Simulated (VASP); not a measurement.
# AgCl (R-3m) in VASP: further runs

The runs below take AgCl through single point, with PBEsol.

Program: VASP 6.6.1. These are calculated values, not measurements. Logs are shortened: lines on timing, memory, paths and dates and some standing lists are left out, and cuts for length are marked.

**1. The cell of the first run**

The structure is trigonal, space group R-3m (No. 166). Conventional cell: a = 4.623 Å, b = 4.623 Å, c = 5.512 Å, α = 90.00°, β = 90.00°, γ = 120.00°. Within 3.6 Å of Ag (site symmetry -3m) lie 8 Cl at 2.76 to 2.82 Å and 6 Ag at 3.24 Å. Within 3.6 Å of Cl (site symmetry -3m) lie 8 Ag at 2.76 to 2.82 Å and 6 Cl at 3.24 Å.

**2. Single point, PBEsol**

INCAR

```
  PREC = Accurate
  ENCUT = 520
  EDIFF = 1E-7
  ISMEAR = 0
  SIGMA = 0.05
  LREAL = F
  LASPH = T
  NELM = 100
  ALGO = Normal
  ISIF = 2
  LWAVE = F
  LCHARG = F
  GGA = PS
  NBANDS = 16
```

KPOINTS

```
Automatic mesh
0
Gamma
  12 12 12
```

POSCAR

```
AgCl
1.0
    3.2401227907     -0.0287662233     -0.0287662233
   -0.0287662233      3.2401227907     -0.0287662233
   -0.0287662233     -0.0287662233      3.2401227907
Ag Cl
1 1
Direct
    0.0000000000      0.0000000000      0.0000000000
    0.5000000000      0.5000000000      0.5000000000
```

Potentials or basis: VASP PAW PBE potentials, release 64 (Ag, Cl).

The run is started by

```console
> cat potpaw_PBE.64/Ag/POTCAR potpaw_PBE.64/Cl/POTCAR > POTCAR
> mpirun -np 1 vasp_std > vasp.out
```

OUTCAR:

```text
PREC = Accurate
   ENCUT = 520
   EDIFF = 1E-7
   ISMEAR = 0
   LREAL = F
   LASPH = T
   NELM = 100
   ISIF = 2
   GGA = PS

 ion  position               nearest neighbor table
   1  0.000  0.000  0.000-   2 2.76   2 2.76   2 2.82   2 2.82   2 2.82   2 2.82   2 2.82   2 2.82

   2  0.500  0.500  0.500-   1 2.76   1 2.76   1 2.82   1 2.82   1 2.82   1 2.82   1 2.82   1 2.82

  LATTYP: Found a trigonal (rhomboedric) cell.
 ALAT       =     3.2403781708
 COS(alpha) =    -0.0176746476

  Lattice vectors:

 A1 = (   3.2401227907,  -0.0287662233,  -0.0287662233)
 A2 = (  -0.0287662233,   3.2401227907,  -0.0287662233)
 A3 = (  -0.0287662233,  -0.0287662233,   3.2401227907)

Analysis of symmetry for initial positions (statically):
=====================================================================
 Subroutine PRICEL returns:
 Original cell was already a primitive cell.

 Routine SETGRP: Setting up the symmetry group for a
 trigonal (rhombohedral) supercell.

 Subroutine GETGRP returns: Found 12 space group operations
 (whereof 12 operations were pure point group operations)
 out of a pool of 12 trial point group operations.

The static configuration has the point symmetry D_3d.

Analysis of symmetry for dynamics (positions and initial velocities):
=====================================================================
 Subroutine PRICEL returns:
 Original cell was already a primitive cell.

 Routine SETGRP: Setting up the symmetry group for a
 trigonal (rhombohedral) supercell.

 Subroutine GETGRP returns: Found 12 space group operations
 (whereof 12 operations were pure point group operations)
 out of a pool of 12 trial point group operations.

The dynamic configuration has the point symmetry D_3d.

 Subroutine INISYM returns: Found 12 space group operations
 (whereof 12 operations are pure point group operations),
 and found     1 'primitive' translations

----------------------------------------------------------------------------------------

                                     Primitive cell

  volume of cell :      34.0080

  direct lattice vectors                    reciprocal lattice vectors
     3.240122791 -0.028766223 -0.028766223     0.308679376  0.002765043  0.002765043
    -0.028766223  3.240122791 -0.028766223     0.002765043  0.308679376  0.002765043
    -0.028766223 -0.028766223  3.240122791     0.002765043  0.002765043  0.308679376

  length of vectors
     3.240378171  3.240378171  3.240378171     0.308704143  0.308704143  0.308704143

  position of ions in fractional coordinates (direct lattice)
     0.000000000  0.000000000  0.000000000
     0.500000000  0.500000000  0.500000000

  ion indices of the primitive-cell ions
   primitive index   ion index
                 1           1
                 2           2

----------------------------------------------------------------------------------------

 KPOINTS: Automatic mesh

Automatic generation of k-mesh.
 Grid dimensions read from file:
 generate k-points for:   12   12   12

 Generating k-lattice:

  Cartesian coordinates                     Fractional coordinates (reciprocal lattice)
     0.025723281  0.000230420  0.000230420     0.083333333 -0.000000000 -0.000000000
     0.000230420  0.025723281  0.000230420    -0.000000000  0.083333333 -0.000000000
     0.000230420  0.000230420  0.025723281    -0.000000000 -0.000000000  0.083333333

  Length of vectors
     0.025725345  0.025725345  0.025725345

  Shift w.r.t. Gamma in fractional coordinates (k-lattice)
     0.000000000  0.000000000  0.000000000

 Subroutine IBZKPT returns following result:
 ===========================================

 Found    189 irreducible k-points:

 Following reciprocal coordinates:
            Coordinates               Weight
  0.000000  0.000000  0.000000      1.000000
  0.083333 -0.000000 -0.000000      6.000000
  0.166667 -0.000000 -0.000000      6.000000
  0.250000  0.000000  0.000000      6.000000
  0.333333 -0.000000 -0.000000      6.000000
  0.416667 -0.000000 -0.000000      6.000000
[... 16 lines left out ...]
  0.500000  0.166667 -0.000000     12.000000
 -0.416667  0.166667  0.000000     12.000000
 [... further k-points ...]
   k-points           NKPTS =    189   k-points in BZ     NKDIM =    189   number of bands    NBANDS=     16
   number of dos      NEDOS =    301   number of ions     NIONS =      2
   total plane-waves  NPLWV =  13824
   dimension x,y,z NGX =    24 NGY =   24 NGZ =   24
   dimension x,y,z NGXF=    48 NGYF=   48 NGZF=   48
   ions per type =               1   1
   NGX,Y,Z   is equivalent  to a cutoff of  12.31, 12.31, 12.31 a.u.
   NGXF,Y,Z  is equivalent  to a cutoff of  24.63, 24.63, 24.63 a.u.
 SYSTEM =  unknown system
   PREC   = accura    normal or accurate (medium, high low for compatibility)
   ISTART =      0    job   : 0-new  1-cont  2-samecut
   ICHARG =      2    charge: 1-file 2-atom 10-const
   ISPIN  =      1    spin polarized calculation?
   LNONCOLLINEAR =      F non collinear calculations
   LSORBIT =      F    spin-orbit coupling
   LASPH  =      T    aspherical Exc in radial PAW
   ENCUT  =  520.0 eV  38.22 Ry    6.18 a.u.   6.02  6.02  6.02*2*pi/ulx,y,z
   NELM   =    100;   NELMIN=  2; NELMDL= -5     # of ELM steps
   EDIFF  = 0.1E-06   stopping-criterion for ELM
   LREAL  =      F    real-space projection
   EDIFFG = 0.1E-05   stopping-criterion for IOM
   NSW    =      0    number of steps for IOM
   IBRION =     -1    ionic relax: 0-MD 1-quasi-New 2-CG
   NFREE  =      0    steps in history (QN), initial steepest desc. (CG)
   ISIF   =      2    stress and relaxation
   ISYM   =      2    0-nonsym 1-usesym 2-fastsym
   POTIM  = 0.5000    time-step for ionic-motion
   TEBEG  =    0.0;   TEEND  =   0.0 temperature during run
   PSTRESS=    0.0 pullay stress
   NELECT =      18.0000    total number of electrons
   NUPDOWN=      -1.0000    fix difference up-down
   EMIN   =  10.00;   EMAX   =-10.00  energy-range for DOS
   EFERMI =   0.00;   METHOD = LEGACY
   ISMEAR =     0;   SIGMA  =   0.05  broadening in eV -4-tet -1-fermi 0-gaus
   EFERMI_NEDOS =   21; number of points for ismear=-14 and -15
   IALGO  =     38    algorithm
   IMIX   =      4    mixing-type and parameters
     AMIX     =   0.40;   BMIX     =  1.00
     AMIX_MAG =   1.60;   BMIX_MAG =  1.00
  volume/ion in A,a.u.               =      17.00       114.75
  Fermi-wavevector in a.u.,A,eV,Ry     =   1.324256  2.502481 23.859913  1.753654
  Thomas-Fermi vector in A             =   2.453804
   LORBIT       =      0    0 simple, 1 ext, 2 COOP (PROOUT), +10 PAW based schemes
   GGA     = PS    functional components
   LHFCALC =     F    Hartree Fock is set to
   AEXX    =    0.0000 exact exchange contribution
   IVDW    =     0    specifies the selected vdW correction
   LEPSILON=     F    determine dielectric tensor
   LRPA    =     F    only Hartree local field effects (RPA)
 non-spin polarized calculation
 Gauss-broadening in eV      SIGMA  =   0.05
  energy-cutoff  :      520.00
  volume of cell :       34.01
 maximum number of plane-waves:       932
   NGX = 13   NGY = 13   NGZ = 13

 number of electron      17.9999994 magnetization

 Free energy of the ion-electron system (eV)
  ---------------------------------------------------
  ext. energy  EPLUGINS =         0.00000000
  ---------------------------------------------------
  free energy    TOTEN  =        -5.76548831 eV

  energy without entropy =       -5.76548831  energy(sigma->0) =       -5.76548831

 E-fermi :   6.5189     XC(G=0): -11.5652

 val. band max:        6.2676941969   @ k =   0.5000   0.0000   0.0000
 cond. band min:       6.7265418200   @ k =   0.0000   0.0000   0.0000
 fundamental gap:      0.4588476231
 Fermi energy:         6.5189447386

 k-point     1 :       0.0000    0.0000    0.0000
  band No.  band energies     occupation
      1      -9.6251      2.00000
      2       2.5360      2.00000
      3       2.5360      2.00000
      4       3.8755      2.00000
      5       3.9246      2.00000
      6       3.9246      2.00000
[... 8 lines left out ...]
     15      21.4201      0.00000
     16      22.9727      0.00000

 k-point     2 :       0.0833   -0.0000   -0.0000
  band No.  band energies     occupation
      1      -9.5813      2.00000
      2       2.4280      2.00000
      3       2.5512      2.00000
      4       3.4834      2.00000
      5       3.5851      2.00000
      6       3.7549      2.00000
[... 8 lines left out ...]
     15      20.8682      0.00000
     16      22.9358      0.00000

 k-point     3 :       0.1667   -0.0000   -0.0000
  band No.  band energies     occupation
      1      -9.4574      2.00000
      2       1.8819      2.00000
      3       2.5927      2.00000
      4       3.0893      2.00000
      5       3.2218      2.00000
      6       3.5678      2.00000
[... 8 lines left out ...]
     15      20.2673      0.00000
     16      22.8017      0.00000

 k-point     4 :       0.2500    0.0000    0.0000
  band No.  band energies     occupation
      1      -9.2772      2.00000
      2       1.0344      2.00000
      3       2.6463      2.00000
      4       2.7638      2.00000
      5       2.9244      2.00000
      6       3.7552      2.00000
[... 8 lines left out ...]
     15      20.4611      0.00000
     16      22.6231      0.00000
[... 324 lines left out ...]
 k-point    22 :       0.4167    0.1667   -0.0000
  band No.  band energies     occupation
      1      -8.8148      2.00000
      2       0.0151      2.00000
      3       2.1581      2.00000
      4       2.6220      2.00000
      5       2.9348      2.00000
      6       3.8371      2.00000
[... 8 lines left out ...]
     15      21.4651      0.00000
     16      23.2231      0.00000

 k-point    23 :       0.5000    0.1667   -0.0000
  band No.  band energies     occupation
      1      -8.7652      2.00000
      2      -0.1378      2.00000
      3       2.1686      2.00000
      4       2.6050      2.00000
      5       2.9097      2.00000
      6       3.8507      2.00000
[... 8 lines left out ...]
     15      21.5186      0.00000
     16      23.6855      0.00000

 k-point    24 :      -0.4167    0.1667    0.0000
  band No.  band energies     occupation
      1      -8.8226      2.00000
      2       0.0446      2.00000
      3       2.1970      2.00000
      4       2.6555      2.00000
      5       2.8980      2.00000
      6       3.8383      2.00000
[... 8 lines left out ...]
     15      21.5203      0.00000
     16      23.3013      0.00000

 [... further k-points ...]
[... 5 lines left out ...]
  --------------------------------------------------------------------------------------
  -------------------------------------------------------------------------------------
  Total        1.4044068      1.4044068      1.4044068     -0.0246657     -0.0246657     -0.0246657
  in kB       66.1640988     66.1640988     66.1640988     -1.1620472     -1.1620472     -1.1620472
  external PRESSURE =      66.1640988 kB  Pullay stress =       0.0000000 kB

 VOLUME and BASIS-vectors are now :
 -----------------------------------------------------------------------------
  energy-cutoff  :      520.00
  volume of cell :       34.01
      direct lattice vectors                 reciprocal lattice vectors
     3.240122791 -0.028766223 -0.028766223     0.308679376  0.002765043  0.002765043
    -0.028766223  3.240122791 -0.028766223     0.002765043  0.308679376  0.002765043
    -0.028766223 -0.028766223  3.240122791     0.002765043  0.002765043  0.308679376

 POSITION                                       TOTAL-FORCE (eV/Angst)
 -----------------------------------------------------------------------------------
      0.00000      0.00000      0.00000         0.000000     -0.000000      0.000000
      1.59130      1.59130      1.59130        -0.000000      0.000000      0.000000
 -----------------------------------------------------------------------------------
    total drift:                                0.000000      0.000000     -0.000000

  FREE ENERGIE OF THE ION-ELECTRON SYSTEM (eV)
  ---------------------------------------------------
  free  energy   TOTEN  =        -5.7654883072 eV

  energy  without entropy=       -5.7654883072  energy(sigma->0) =       -5.76548831
```

Run time: 33 s. Hardware: 1 thread of Intel Xeon Platinum 8488C (Sapphire Rapids), shared host; peak memory 0.21 GiB.

What came out:

* Free energy: -5.7655 eV
* Pressure: 6.6 GPa
* Band gap on the k mesh: 0.46 eV, indirect (least direct gap 2.63 eV)

Levels at points of the mesh, in eV from the valence-band top:
```tsv
k point	band 6	band 7	band 8	band 9	band 10	band 11	band 12	band 13
(0.00, 0.00, 0.00)	-2.34	-2.32	-2.17	-2.17	0.46	8.98	8.98	14.63
(0.50, 0.00, 0.00)	-2.28	-1.85	-0.15	0.00	4.71	6.23	8.45	9.69
(0.50, 0.50, 0.00)	-2.79	-2.68	-1.91	-1.36	2.43	9.31	9.51	10.52
(0.50, 0.50, 0.50)	-1.88	-0.31	-0.31	-0.16	3.81	3.81	4.09	7.43
```

Caveat: the PAW data sets were made with another functional, which shifts forces and pressure a little. A k mesh can miss the band edges.

**3. Single point, PBEsol**

INCAR

```
SYSTEM = AgCl
ALGO = Normal
EDIFF = 1E-6
ENCUT = 520
GGA = PS
ISIF = 2
ISMEAR = 0
LASPH = .True.
LCHARG = .False.
LREAL = .False.
LWAVE = .False.
NBANDS = 16
NELM = 60
PREC = Accurate
SIGMA = 0.05
```

KPOINTS

```
k-points
0
Gamma
  12 12 12
  0 0 0
```

POSCAR

```
AgCl
1.0
    3.2401240241      0.0290070896      0.0290070896
    0.0290070896      3.2401240241      0.0290070896
    0.0290070896      0.0290070896      3.2401240241
Ag Cl
1 1
Direct
    0.0000000000      0.0000000000      0.0000000000
    0.5000000000      0.5000000000      0.5000000000
```

Potentials or basis: VASP PAW PBE potentials, release 64 (Ag, Cl).

The run is started by

```console
> cat potpaw_PBE.64/Ag/POTCAR potpaw_PBE.64/Cl/POTCAR > POTCAR
> mpirun -np 1 vasp_std > vasp.out
```

Wall time 29 s (1 thread of Intel Xeon Platinum 8488C (Sapphire Rapids), shared host); peak memory 0.21 GiB.

The run converged. Its results:

```
Free energy            : -5.7656 eV
Pressure               : 6.6 GPa
Band gap on the k mesh : 0.46 eV, indirect (least direct gap 2.58 eV)
```

Stress tensor (GPa, compression positive):
```
6.62 0.14 0.14
0.14 6.62 0.14
0.14 0.14 6.62
```

Levels at points of the mesh, in eV from the valence-band top:
| k point | band 6 | band 7 | band 8 | band 9 | band 10 | band 11 | band 12 | band 13 |
| --- | --- | --- | --- | --- | --- | --- | --- | --- |
| (0.00, 0.00, 0.00) | -2.33 | -2.26 | -2.26 | -2.12 | 0.46 | 8.98 | 8.98 | 14.49 |
| (0.50, 0.00, 0.00) | -2.28 | -1.84 | -0.14 | 0.00 | 4.72 | 6.23 | 8.46 | 9.70 |
| (0.50, 0.50, 0.00) | -2.79 | -2.67 | -1.91 | -1.36 | 2.43 | 9.31 | 9.52 | 10.52 |
| (0.50, 0.50, 0.50) | -1.88 | -0.36 | -0.20 | -0.20 | 3.73 | 3.99 | 3.99 | 7.44 |

Caveat: the PAW data sets were made with another functional, which shifts forces and pressure a little. A k mesh can miss the band edges.

**4. Single point, PBEsol**

INCAR

```
SYSTEM = AgCl
  PREC = Accurate
  ENCUT = 520
  EDIFF = 1E-7
  ISMEAR = 0
  SIGMA = 0.05
  LREAL = .FALSE.
  LASPH = .TRUE.
  NELM = 100
  ALGO = Normal
  ISIF = 2
  LWAVE = .FALSE.
  LCHARG = .FALSE.
  GGA = PS
  NBANDS = 16
```

KPOINTS

```
regular mesh
0
G
  12 12 12
  0 0 0
```

POSCAR

```
AgCl
1.0
    3.2408864074     -0.0571662460     -0.0571662460
   -0.0571662460      3.2408864074     -0.0571662460
   -0.0571662460     -0.0571662460      3.2408864074
Ag Cl
1 1
Direct
    0.0000000000      0.0000000000      0.0000000000
    0.5000000000      0.5000000000      0.5000000000
```

Potentials or basis: VASP PAW PBE potentials, release 64 (Ag, Cl).

The run is started by

```console
> cat potpaw_PBE.64/Ag/POTCAR potpaw_PBE.64/Cl/POTCAR > POTCAR
> mpirun -np 1 vasp_std > vasp.out
```

OUTCAR:

```text
SYSTEM = AgCl
   PREC = Accurate
   ENCUT = 520
   EDIFF = 1E-7
   ISMEAR = 0
   LREAL = .FALSE.
   LASPH = .TRUE.
   NELM = 100
   ISIF = 2
   GGA = PS

 ion  position               nearest neighbor table
   1  0.000  0.000  0.000-   2 2.71   2 2.71   2 2.84   2 2.84   2 2.84   2 2.84   2 2.84   2 2.84

   2  0.500  0.500  0.500-   1 2.71   1 2.71   1 2.84   1 2.84   1 2.84   1 2.84   1 2.84   1 2.84

  LATTYP: Found a trigonal (rhomboedric) cell.
 ALAT       =     3.2418946104
 COS(alpha) =    -0.0349452721

  Lattice vectors:

 A1 = (   3.2408864074,  -0.0571662460,  -0.0571662460)
 A2 = (  -0.0571662460,   3.2408864074,  -0.0571662460)
[... 627 lines left out ...]
      6       3.8289      2.00000
[... 8 lines left out ...]
     15      21.4711      0.00000
     16      23.3353      0.00000

 [... further k-points ...]
[... 5 lines left out ...]
  --------------------------------------------------------------------------------------
  -------------------------------------------------------------------------------------
  Total        1.4308434      1.4308434      1.4308434     -0.0387921     -0.0387921     -0.0387921
  in kB       67.4095773     67.4095773     67.4095773     -1.8275651     -1.8275651     -1.8275651
  external PRESSURE =      67.4095773 kB  Pullay stress =       0.0000000 kB

 VOLUME and BASIS-vectors are now :
 -----------------------------------------------------------------------------
  energy-cutoff  :      520.00
  volume of cell :       34.01
      direct lattice vectors                 reciprocal lattice vectors
     3.240886407 -0.057166246 -0.057166246     0.308753138  0.005543910  0.005543910
    -0.057166246  3.240886407 -0.057166246     0.005543910  0.308753138  0.005543910
    -0.057166246 -0.057166246  3.240886407     0.005543910  0.005543910  0.308753138

 POSITION                                       TOTAL-FORCE (eV/Angst)
 -----------------------------------------------------------------------------------
      0.00000      0.00000      0.00000        -0.000000      0.000000      0.000000
      1.56328      1.56328      1.56328         0.000000     -0.000000      0.000000
 -----------------------------------------------------------------------------------
    total drift:                                0.000000      0.000000     -0.000000

  FREE ENERGIE OF THE ION-ELECTRON SYSTEM (eV)
  ---------------------------------------------------
  free  energy   TOTEN  =        -5.7672840794 eV

  energy  without entropy=       -5.7672840794  energy(sigma->0) =       -5.76728408
```

stdout:

```text
POSCAR found type information on POSCAR AgCl
 POSCAR found :  2 types and       2 ions
 scaLAPACK will be used
 -----------------------------------------------------------------------------
|                                                                             |
|                                                                             |
|     You enforced a specific xc type in the INCAR file but a different       |
|     I HOPE YOU KNOW WHAT YOU ARE DOING!                                     |
|                                                                             |
 -----------------------------------------------------------------------------

 LDA part: xc-table for (Slater+PW92), standard interpolation
 POSCAR, INCAR and KPOINTS ok, starting setup
 FFT: planning ... GRIDC
 FFT: planning ... GRID_SOFT
 FFT: planning ... GRID
 WAVECAR not read
 entering main loop
```

It took 35 s on 1 thread of Intel Xeon Platinum 8488C (Sapphire Rapids), shared host; peak memory 0.21 GiB.

Results:

- Free energy: -5.7673 eV
- Pressure: 6.7 GPa
- Band gap on the k mesh: 0.40 eV, indirect (least direct gap 2.60 eV)

Stress tensor (GPa, compression positive):
```
 6.74 -0.18 -0.18
-0.18  6.74 -0.18
-0.18 -0.18  6.74
```

Levels at points of the mesh, in eV from the valence-band top:
```tsv
k point	band 5	band 6	band 7	band 8	band 9	band 10	band 11	band 12	band 13	band 14
(0.00, 0.00, 0.00)	-2.50	-2.41	-2.41	-2.20	-2.20	0.40	8.92	8.92	14.36	14.36
(0.50, 0.00, 0.00)	-3.51	-2.37	-1.92	-0.31	0.00	4.62	6.18	8.33	9.61	9.83
(0.50, 0.50, 0.00)	-2.91	-2.86	-2.73	-1.99	-1.46	2.36	9.14	9.53	10.41	13.65
(0.50, 0.50, 0.50)	-1.97	-1.97	-0.44	-0.44	-0.13	3.65	3.65	4.22	7.40	18.69
```

Caveat: the PAW data sets were made with another functional, which shifts forces and pressure a little.

**5. Overview**

| cell | gap on the mesh (eV) | pressure (GPa) |
| --- | --- | --- |
| a = 3.240 Å, angles 91.0°, 2 atoms | 0.46 | 6.6 |
| a = 3.240 Å, angles 89.0°, 2 atoms | 0.46 | 6.6 |
| a = 3.242 Å, angles 92.0°, 2 atoms | 0.40 | 6.7 |

Alike in all rows: task single point; level PBEsol; potentials or basis VASP PAW PBE potentials, release 64 (Ag, Cl); no spin polarisation; k mesh 12 × 12 × 12; cutoff (eV) 520; smearing gaussian 0.05 eV.

Caveats: the PAW data sets were made with another functional, which shifts forces and pressure a little.

Absolute energies hang on the potentials; compare differences alone.
